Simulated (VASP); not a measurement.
# Si (a cell with a defect) in VASP: further runs

The runs below take Si (a cell with a defect) through single point, relaxation of the atoms, with LDA.

Program: VASP 6.6.1. These are calculated values, not measurements. Logs are shortened: lines on timing, memory, paths and dates and some standing lists are left out, and cuts for length are marked.

## (1) The cell of the first run

The cell holds a defect, 17 atoms: a = 7.679 Å, b = 7.679 Å, c = 7.679 Å, α = 60.00°, β = 60.00°, γ = 60.00°.

## (2) Single point, LDA

Contents of INCAR:

```
SYSTEM = Si
  PREC = Accurate
  ENCUT = 520
  EDIFF = 1E-6
  ISMEAR = 0
  SIGMA = 0.05
  LREAL = Auto
  LASPH = .True.
  NELM = 100
  ALGO = Normal
  ISIF = 2
  LWAVE = .False.
  LCHARG = .False.
  GGA = CA
  NBANDS = 48
```

Contents of KPOINTS:

```
Automatic mesh
0
Gamma
  2 2 2
  0 0 0
```

Contents of POSCAR:

```
Si
1.0
    0.0000000000      5.4300000000      5.4300000000
    5.4300000000      0.0000000000      5.4300000000
    5.4300000000      5.4300000000      0.0000000000
Si
17
Direct
   -0.0004893186      0.0007574586      0.0003821363
    0.1233248619      0.1233029466      0.1233097606
   -0.0030453039     -0.0031801105      0.5032709024
    0.1229486188      0.1229406998      0.6311602210
   -0.0030778085      0.5033400552     -0.0031741252
    0.1228140884      0.6315599448      0.1228116943
   -0.0031885820      0.5032348066      0.5031233886
    0.1263654696      0.6245798343      0.6245582873
    0.5031313996     -0.0031256906     -0.0030866483
    0.6302341621      0.1232459484      0.1232516575
    0.5029825967     -0.0031925414      0.5032485267
    0.6246267956      0.1260953039      0.6246569982
    0.5029423573      0.5033200737     -0.0031887661
    0.6245930939      0.6246444751      0.1261765193
    0.5000792818      0.4998774401      0.4999378453
    0.6244890424      0.6245667587      0.6245435543
    0.2494695212      0.2508238490      0.2504034070
```

Potentials or basis: VASP PAW LDA potentials, release 64 (Si).

Command:

```console
$ cat potpaw_LDA.64/Si/POTCAR > POTCAR
$ mpirun -np 1 vasp_std > vasp.out
```

OUTCAR:

```text
SYSTEM = Si
   PREC = Accurate
   ENCUT = 520
   EDIFF = 1E-6
   ISMEAR = 0
   LREAL = Auto
   LASPH = .True.
   NELM = 100
   ISIF = 2
   GGA = CA

 ion  position               nearest neighbor table
   1  1.000  0.001  0.000-   6 2.31   4 2.32  10 2.32   2 2.32
   2  0.123  0.123  0.123-   1 2.32   9 2.38   3 2.38   5 2.38  17 2.39
   3  0.997  0.997  0.503-   8 2.33  12 2.33   2 2.38   4 2.38  17 2.75
   4  0.123  0.123  0.631-   1 2.32   3 2.38  11 2.38   7 2.38  17 2.39
   5  0.997  0.503  0.997-   8 2.33  14 2.33   2 2.38   6 2.38  17 2.75
   6  0.123  0.632  0.123-   1 2.31   5 2.38  13 2.38   7 2.38  17 2.39
   7  0.997  0.503  0.503-  16 2.33   8 2.33   4 2.38   6 2.38  17 2.74
   8  0.126  0.625  0.625-   3 2.33   5 2.33   7 2.33  15 2.34
   9  0.503  0.997  0.997-  14 2.33  12 2.33   2 2.38  10 2.38  17 2.76
  10  0.630  0.123  0.123-   1 2.32   9 2.38  11 2.38  13 2.38  17 2.39
  11  0.503  0.997  0.503-  16 2.33  12 2.33  10 2.38   4 2.38  17 2.75
  12  0.625  0.126  0.625-   9 2.33   3 2.33  11 2.33  15 2.34
  13  0.503  0.503  0.997-  16 2.33  14 2.33  10 2.38   6 2.38  17 2.75
  14  0.625  0.625  0.126-   9 2.33   5 2.33  13 2.33  15 2.34
  15  0.500  0.500  0.500-  16 2.34   8 2.34  14 2.34  12 2.34
  16  0.624  0.625  0.625-  11 2.33  13 2.33   7 2.33  15 2.34
  17  0.249  0.251  0.250-   6 2.39   4 2.39   2 2.39  10 2.39   7 2.74  13 2.75   5 2.75  11 2.75
                             3 2.75   9 2.76

  LATTYP: Found a face centered cubic cell.
 ALAT       =    10.8600000000

  Lattice vectors:

 A1 = (   0.0000000000,   5.4300000000,   5.4300000000)
 A2 = (   5.4300000000,   0.0000000000,   5.4300000000)
 A3 = (   5.4300000000,   5.4300000000,   0.0000000000)

Analysis of symmetry for initial positions (statically):
=====================================================================
 Subroutine PRICEL returns:
 Original cell was already a primitive cell.

 Routine SETGRP: Setting up the symmetry group for a
 face centered cubic supercell.

 Subroutine GETGRP returns: Found  1 space group operations
 (whereof  1 operations were pure point group operations)
 out of a pool of 48 trial point group operations.

The static configuration has the point symmetry C_1 .

Analysis of symmetry for dynamics (positions and initial velocities):
=====================================================================
 Subroutine PRICEL returns:
 Original cell was already a primitive cell.

 Routine SETGRP: Setting up the symmetry group for a
 face centered cubic supercell.

 Subroutine GETGRP returns: Found  1 space group operations
 (whereof  1 operations were pure point group operations)
[... 124 lines left out ...]
   TEBEG  =    0.0;   TEEND  =   0.0 temperature during run
   PSTRESS=    0.0 pullay stress
   NELECT =      68.0000    total number of electrons
   NUPDOWN=      -1.0000    fix difference up-down
   EMIN   =  10.00;   EMAX   =-10.00  energy-range for DOS
   EFERMI =   0.00;   METHOD = LEGACY
   ISMEAR =     0;   SIGMA  =   0.05  broadening in eV -4-tet -1-fermi 0-gaus
   EFERMI_NEDOS =   21; number of points for ismear=-14 and -15
   IALGO  =     38    algorithm
   IMIX   =      4    mixing-type and parameters
     AMIX     =   0.40;   BMIX     =  1.00
     AMIX_MAG =   1.60;   BMIX_MAG =  1.00
  volume/ion in A,a.u.               =      18.84       127.11
  Fermi-wavevector in a.u.,A,eV,Ry     =   0.976715  1.845724 12.979587  0.953973
  Thomas-Fermi vector in A             =   2.107356
   LORBIT       =      0    0 simple, 1 ext, 2 COOP (PROOUT), +10 PAW based schemes
   GGA     = CA    functional components
   LHFCALC =     F    Hartree Fock is set to
   AEXX    =    0.0000 exact exchange contribution
   IVDW    =     0    specifies the selected vdW correction
   LEPSILON=     F    determine dielectric tensor
   LRPA    =     F    only Hartree local field effects (RPA)
 non-spin polarized calculation
 Gauss-broadening in eV      SIGMA  =   0.05
  energy-cutoff  :      520.00
  volume of cell :      320.21
 maximum number of plane-waves:      8646
 NGX is ok and might be reduce to    60
   NGX = 29   NGY = 29   NGZ = 29

 number of electron      68.0000001 magnetization

 Free energy of the ion-electron system (eV)
  ---------------------------------------------------
  ext. energy  EPLUGINS =         0.00000000
  ---------------------------------------------------
  free energy    TOTEN  =       -97.55813031 eV

  energy without entropy =      -97.54725431  energy(sigma->0) =      -97.55269231

 E-fermi :   6.7889     XC(G=0):  -9.8491

 val. band max:        6.5723008270   @ k =   0.0000   0.0000   0.0000
 cond. band min:       6.8068620503   @ k =   0.5000   0.5000   0.0000
 fundamental gap:      0.2345612233
 Fermi energy:         6.7888689281

 k-point     1 :       0.0000    0.0000    0.0000
  band No.  band energies     occupation
      1      -6.3632      2.00000
      2      -3.8188      2.00000
      3      -3.6721      2.00000
      4      -3.6713      2.00000
      5      -3.6710      2.00000
      6      -2.8410      2.00000
[... 381 lines left out ...]
     45      10.0179      0.00000
     46      10.0185      0.00000
 [bands above 46 left out]

------------------------ aborting loop because EDIFF is reached ----------------------------------------

  FORCE on cell =-STRESS in cart. coord.  units (eV):
  Direction    XX          YY          ZZ          XY          YZ          ZX
  --------------------------------------------------------------------------------------
  -------------------------------------------------------------------------------------
  Total        3.4911270      3.4848432      3.4847686     -0.0002802      0.0006747      0.0014483
  in kB       17.4681434     17.4367016     17.4363283     -0.0014021      0.0033760      0.0072465
  external PRESSURE =      17.4470578 kB  Pullay stress =       0.0000000 kB

 VOLUME and BASIS-vectors are now :
 -----------------------------------------------------------------------------
  energy-cutoff  :      520.00
  volume of cell :      320.21
      direct lattice vectors                 reciprocal lattice vectors
     0.000000000  5.430000000  5.430000000    -0.092081031  0.092081031  0.092081031
     5.430000000  0.000000000  5.430000000     0.092081031 -0.092081031  0.092081031
     5.430000000  5.430000000  0.000000000     0.092081031  0.092081031 -0.092081031

 POSITION                                       TOTAL-FORCE (eV/Angst)
 -----------------------------------------------------------------------------------
      0.00619      5.42942      5.43146         0.000086     -0.000345      0.000202
      1.33911      1.33923      1.33919        -0.008287     -0.015774     -0.013160
      8.14549      8.14622     10.82620         0.002599     -0.001977      0.008376
      4.09477      4.09481      1.33518         0.009375      0.000695      0.000269
      8.14590     10.82605      8.14642         0.002245      0.008597     -0.001162
      4.09624      1.33375      4.09625         0.004213      0.002807     -0.001824
[... 9 lines left out ...]
      6.78267      6.78225      6.78237        -0.010640     -0.004967     -0.006708
      2.72166      2.71431      2.71659         0.001865      0.000160      0.000586
 -----------------------------------------------------------------------------------
    total drift:                                0.003233      0.000803     -0.000108

  FREE ENERGIE OF THE ION-ELECTRON SYSTEM (eV)
  ---------------------------------------------------
  free  energy   TOTEN  =       -97.5581303148 eV

  energy  without entropy=      -97.5472543094  energy(sigma->0) =      -97.55269231
```

OSZICAR:

```text
N       E                     dE             d eps       ncg     rms          rms(c)
DAV:   1     0.157495264313E+03    0.15750E+03   -0.26086E+04   768   0.117E+03
DAV:   2    -0.842897861520E+02   -0.24179E+03   -0.22845E+03   928   0.172E+02
DAV:   3    -0.994308458008E+02   -0.15141E+02   -0.14791E+02   992   0.382E+01
DAV:   4    -0.997614151454E+02   -0.33057E+00   -0.32922E+00   952   0.703E+00
DAV:   5    -0.997701020358E+02   -0.86869E-02   -0.86817E-02   944   0.109E+00    0.150E+01
DAV:   6    -0.982032191441E+02    0.15669E+01   -0.11418E+00   896   0.309E+00    0.901E+00
DAV:   7    -0.975580039618E+02    0.64522E+00   -0.15823E+00   904   0.351E+00    0.922E-01
DAV:   8    -0.975593221150E+02   -0.13182E-02   -0.80708E-02   888   0.105E+00    0.459E-01
DAV:   9    -0.975581262958E+02    0.11958E-02   -0.47018E-03   928   0.238E-01    0.200E-01
DAV:  10    -0.975581268917E+02   -0.59591E-06   -0.80792E-04   912   0.863E-02    0.822E-02
DAV:  11    -0.975581285304E+02   -0.16387E-05   -0.10519E-04   928   0.366E-02    0.288E-02
DAV:  12    -0.975581304127E+02   -0.18823E-05   -0.56627E-06   928   0.903E-03    0.827E-03
DAV:  13    -0.975581303148E+02    0.97859E-07   -0.15965E-06   568   0.420E-03
   1 F= -.97558130E+02 E0= -.97552692E+02  d E =-.108760E-01
```

Wall time 6.6 min (1 thread of Intel Xeon 8259CL, shared host); peak memory 0.38 GiB.

What came out:

```yaml
Free_energy: -97.5581 eV
Pressure: 1.7 GPa
Largest_force: 0.022 eV/Å
Band_gap_on_the_k_mesh: zero (bands 34 and 35 overlap by 0.24 eV)
```

Forces in eV/Å, atoms in the order of the input:
```
Si   0.000  0.000  0.000
Si  -0.008 -0.016 -0.013
Si   0.003 -0.002  0.008
Si   0.009  0.001  0.000
Si   0.002  0.009 -0.001
Si   0.004  0.003 -0.002
Si  -0.010  0.000  0.000
Si  -0.011  0.007  0.005
Si   0.009 -0.001  0.001
Si  -0.006  0.012  0.014
Si   0.003 -0.008  0.002
Si   0.007 -0.012  0.011
Si   0.002  0.002 -0.008
Si   0.005  0.011 -0.012
Si  -0.001  0.000  0.000
Si  -0.011 -0.005 -0.007
Si   0.002  0.000  0.001
```

Caveat: the k points lie up to 0.50 Å⁻¹ apart.

## (3) Single point, LDA

INCAR: that of step 2 with these lines changed.

```diff
@@ -8,3 +8,3 @@
   LASPH = .True.
-  NELM = 100
+  NELM = 60
   ALGO = Normal
@@ -13,3 +13,2 @@
   LCHARG = .False.
-  GGA = CA
   NBANDS = 48
```

Contents of KPOINTS:

```
regular mesh
0
Gamma
  2 2 2
  0 0 0
```

Contents of POSCAR:

```
Si
1.0
    0.0000000000      5.4300000000      5.4300000000
    5.4300000000      0.0000000000      5.4300000000
    5.4300000000      5.4300000000      0.0000000000
Si
17
Direct
   -0.0004174954     -0.0011629834      0.0008255985
    0.1211397790      0.1284852670      0.1219620626
   -0.0058497238      0.0019981584      0.5019622468
    0.1211147330      0.1285068140      0.6284828729
   -0.0004224678      0.5008406998      0.0008062615
    0.1243840700      0.6252341621      0.1252126151
   -0.0004190608      0.5008536832      0.4988166667
    0.1211519337      0.6219942910      0.6284511971
    0.5011150092      0.0023827808     -0.0057899632
    0.6272941989      0.1282652855      0.1222409761
    0.5010867403      0.0023664825      0.5023368324
    0.6250475138      0.1249777164      0.6249823204
    0.4980294659      0.5006976059      0.0006674033
    0.6272856354      0.6222756906      0.1222556169
    0.5011290976      0.4942101289      0.5023607735
    0.6272914365      0.6222658379      0.6282382136
    0.3750375691     -0.1250180479      0.3749860037
```

Potentials or basis: VASP PAW LDA potentials, release 64 (Si).

Command:

```console
$ cat potpaw_LDA.64/Si/POTCAR > POTCAR
$ mpirun -np 1 vasp_std > vasp.out
```

It took 6.1 min on 1 thread of Intel Xeon 8259CL, shared host; peak memory 0.38 GiB.

It converged, with:

```yaml
Free_energy: -97.5583 eV
Pressure: 1.8 GPa
Largest_force: 0.014 eV/Å
Band_gap_on_the_k_mesh: zero (bands 34 and 35 overlap by 0.24 eV)
```

Forces on the atoms (eV/Å):
```
Si  -0.007  0.006  0.000
Si   0.004  0.012 -0.003
Si   0.004 -0.005 -0.005
Si  -0.013 -0.004 -0.003
Si   0.000  0.007  0.007
Si  -0.002  0.002  0.002
Si  -0.007  0.000  0.006
Si   0.004 -0.003  0.012
Si  -0.006 -0.001  0.005
Si   0.005 -0.005 -0.002
Si   0.001  0.006  0.006
Si   0.005 -0.004 -0.004
Si   0.005 -0.006 -0.006
Si   0.002 -0.005 -0.005
Si  -0.006  0.006 -0.001
Si   0.006 -0.002 -0.005
Si   0.004 -0.004 -0.003
```

Levels at points of the mesh, in eV from the Fermi level:
| k point | band 31 | band 32 | band 33 | band 34 | band 35 | band 36 | band 37 | band 38 |
| --- | --- | --- | --- | --- | --- | --- | --- | --- |
| (0.00, 0.00, 0.00) | -0.76 | -0.76 | -0.76 | -0.23 | -0.22 | -0.22 | 0.06 | 0.06 |
| (0.50, 0.00, 0.00) | -1.51 | -1.36 | -1.36 | -0.34 | 0.54 | 0.54 | 0.88 | 0.88 |
| (0.00, 0.50, 0.00) | -1.51 | -1.36 | -1.36 | -0.34 | 0.54 | 0.54 | 0.88 | 0.88 |
| (0.00, 0.00, 0.50) | -1.51 | -1.36 | -1.36 | -0.34 | 0.54 | 0.54 | 0.88 | 0.88 |
| (0.50, 0.50, 0.50) | -1.51 | -1.36 | -1.36 | -0.34 | 0.53 | 0.54 | 0.88 | 0.88 |
| (0.50, 0.50, 0.00) | -1.95 | -1.81 | -0.97 | 0.02 | 0.72 | 1.03 | 1.03 | 1.14 |
| (0.00, 0.50, 0.50) | -1.95 | -1.81 | -0.97 | 0.02 | 0.72 | 1.03 | 1.03 | 1.14 |
| (0.50, 0.00, 0.50) | -1.95 | -1.81 | -0.97 | 0.02 | 0.72 | 1.03 | 1.03 | 1.14 |

Caveat: the k points lie up to 0.50 Å⁻¹ apart.

## (4) Relaxation of the atoms, LDA

Contents of INCAR:

```
SYSTEM = Si
  PREC = Accurate
  ENCUT = 520
  EDIFF = 1E-6
  ISMEAR = 0
  SIGMA = 0.05
  LREAL = Auto
  LASPH = .TRUE.
  NELM = 100
  ALGO = Normal
  ISIF = 2
  LWAVE = .FALSE.
  LCHARG = .FALSE.
  IBRION = 2
  NSW = 80
  EDIFFG = -0.03
```

Contents of KPOINTS:

```
regular mesh
0
G
  2 2 2
  0 0 0
```

Contents of POSCAR:

```
Si
1.0
    0.0000000000      5.4300000000      5.4300000000
    5.4300000000      0.0000000000      5.4300000000
    5.4300000000      5.4300000000      0.0000000000
Si
17
Direct
    0.0000000000      0.0000000000      0.0000000000
    0.1250000000      0.1250000000      0.1250000000
    0.0000000000      0.0000000000      0.5000000000
    0.1250000000      0.1250000000      0.6250000000
    0.0000000000      0.5000000000      0.0000000000
    0.1250000000      0.6250000000      0.1250000000
    0.0000000000      0.5000000000      0.5000000000
    0.1250000000      0.6250000000      0.6250000000
    0.5000000000      0.0000000000      0.0000000000
    0.6250000000      0.1250000000      0.1250000000
    0.5000000000      0.0000000000      0.5000000000
    0.6250000000      0.1250000000      0.6250000000
    0.5000000000      0.5000000000      0.0000000000
    0.6250000000      0.6250000000      0.1250000000
    0.5000000000      0.5000000000      0.5000000000
    0.6250000000      0.6250000000      0.6250000000
    0.3639987300     -0.1208265900      0.3787978000
```

Command:

```console
$ cat potpaw_LDA.64/Si/POTCAR > POTCAR
$ mpirun -np 1 vasp_std > vasp.out
```

Wall time 15 min (1 thread of Oxide Virtual Turin-like, shared host); peak memory 0.35 GiB.

It converged, with:

```
Free energy                  : -97.5578 eV
Energy gained by relaxing    : 7.4 meV/atom
Ionic steps                  : 7
Pressure after relaxing      : 1.7 GPa
Largest force after relaxing : 0.027 eV/Å
Band gap on the k mesh       : zero (bands 34 and 35 overlap by 0.25 eV)
```

Forces on the atoms (eV/Å):
```
Si   0.003 -0.003  0.009
Si   0.010  0.008 -0.010
Si  -0.001  0.002  0.002
Si  -0.008 -0.009 -0.010
Si  -0.009 -0.002 -0.002
Si  -0.002  0.002  0.002
Si   0.002  0.009 -0.003
Si   0.010 -0.010  0.008
Si  -0.004 -0.017  0.005
Si  -0.003  0.004 -0.010
Si   0.017  0.003  0.004
Si  -0.006  0.005  0.004
Si   0.003 -0.003 -0.004
Si   0.010  0.003  0.004
Si  -0.003  0.004 -0.015
Si  -0.003 -0.010  0.004
Si  -0.018  0.016  0.014
```

The path:
```tsv
step	energy change (eV)	largest force (eV/Å)	pressure (GPa)
1	0.0000	1.2424	2.22
2	-0.1181	0.1963	1.78
3	-0.1189	0.2739	1.75
4	-0.1240	0.0796	1.73
5	-0.1240	0.0843	1.73
6	-0.1249	0.0497	1.74
7	-0.1251	0.0273	1.75
```

Final structure:
```
CELL_PARAMETERS angstrom
0.00000 5.43000 5.43000
5.43000 0.00000 5.43000
5.43000 5.43000 0.00000
ATOMIC_POSITIONS crystal
Si 0.00034 0.99840 0.00064
Si 0.12156 0.12821 0.12203
Si 0.99164 0.00278 0.50278
Si 0.12156 0.12821 0.62821
Si 0.00033 0.50063 0.00062
Si 0.12510 0.62496 0.12497
Si 0.00034 0.50064 0.49840
Si 0.12156 0.62204 0.62820
Si 0.50168 0.00159 0.99512
Si 0.62800 0.12813 0.12194
Si 0.50175 0.00165 0.50166
Si 0.62237 0.12601 0.62591
Si 0.49870 0.50044 0.00044
Si 0.62799 0.62195 0.12194
Si 0.50165 0.49520 0.50157
Si 0.62800 0.62195 0.62813
Si 0.37144 0.87637 0.37623
```

Levels at points of the mesh, in eV from the Fermi level:
```tsv
k point	band 31	band 32	band 33	band 34	band 35	band 36	band 37	band 38
(0.00, 0.00, 0.00)	-0.76	-0.76	-0.76	-0.23	-0.23	-0.21	0.06	0.06
(0.50, 0.00, 0.00)	-1.51	-1.36	-1.36	-0.34	0.54	0.54	0.88	0.88
(0.00, 0.50, 0.00)	-1.51	-1.36	-1.36	-0.34	0.53	0.55	0.88	0.88
(0.00, 0.00, 0.50)	-1.51	-1.36	-1.36	-0.34	0.53	0.55	0.88	0.88
(0.50, 0.50, 0.50)	-1.51	-1.36	-1.36	-0.34	0.53	0.55	0.88	0.88
(0.50, 0.50, 0.00)	-1.95	-1.81	-0.97	0.02	0.72	1.03	1.04	1.14
(0.00, 0.50, 0.50)	-1.95	-1.81	-0.97	0.02	0.72	1.03	1.04	1.14
(0.50, 0.00, 0.50)	-1.95	-1.81	-0.97	0.02	0.72	1.03	1.04	1.14
```

Caveat: the k points lie up to 0.50 Å⁻¹ apart.
